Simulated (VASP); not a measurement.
**SiC: single point with PBE**

SiC:

```xyz
4
Lattice="3.0760 0.0000 0.0000 -1.5380 2.6639 0.0000 0.0000 0.0000 5.0480" Properties=species:S:1:pos:R:3 pbc="T T T"
Si    0.0000    1.8509    0.0000
Si    1.5380    0.8130    2.5240
C     0.0000    1.7075    1.9435
C     1.5380    0.9564    4.4675
```

This cell differs from its parent crystal: atoms displaced along a vibrational mode.

| Property | Result |
| --- | --- |
| Program | VASP 6.6.1 |
| Task | single point |
| Functional | PBE |
| Potentials or basis | VASP PAW PBE potentials, release 64 (Si, C) |
| Cutoff | 520 eV |
| k mesh | 12 × 12 × 6 |
| Occupations | gaussian, width 0.05 eV |
| Spin | no spin polarisation |

| Property | Result |
| --- | --- |
| Pressure | 3.5 GPa |
| Largest force | 0.934 eV/Å |
| Band gap on the k mesh | 2.25 eV (least direct gap 4.13 eV) |

Forces on the atoms (eV/Å):
```
Si   0.000 -0.542  0.761
Si   0.000  0.542  0.761
C    0.000  0.204 -0.761
C    0.000 -0.204 -0.761
```

Stress tensor (GPa, compression positive):
```
5.87 0.00 0.00
0.00 4.24 0.00
0.00 0.00 0.44
```

Levels at points of the mesh, in eV from the valence-band top:
| k point | band 6 | band 7 | band 8 | band 9 | band 10 | band 11 |
| --- | --- | --- | --- | --- | --- | --- |
| (0.00, 0.00, 0.00) | -0.48 | -0.17 | 0.00 | 4.60 | 5.94 | 6.20 |
| (0.50, 0.00, 0.00) | -3.57 | -3.32 | -1.58 | 2.55 | 4.34 | 6.71 |
| (0.00, 0.50, 0.00) | -3.55 | -3.16 | -1.48 | 2.65 | 3.74 | 6.57 |
| (0.00, 0.00, 0.50) | -1.05 | -0.95 | -0.95 | 5.67 | 5.67 | 7.08 |
| (0.50, 0.00, 0.50) | -2.78 | -2.26 | -2.26 | 3.09 | 3.09 | 4.92 |
| (0.00, 0.50, 0.50) | -2.69 | -2.42 | -2.42 | 3.12 | 3.12 | 5.01 |

It took 68 s on 1 thread of Intel(R) Xeon(R) Platinum 8259CL CPU @ 2.50GHz (Skylake/Cascade Lake), with other jobs on the host, peak memory 0.22 GiB.

Caveat: the cell differs from its parent crystal (atoms displaced along a vibrational mode); the cell stands under pressure. A k mesh can miss the band edges.
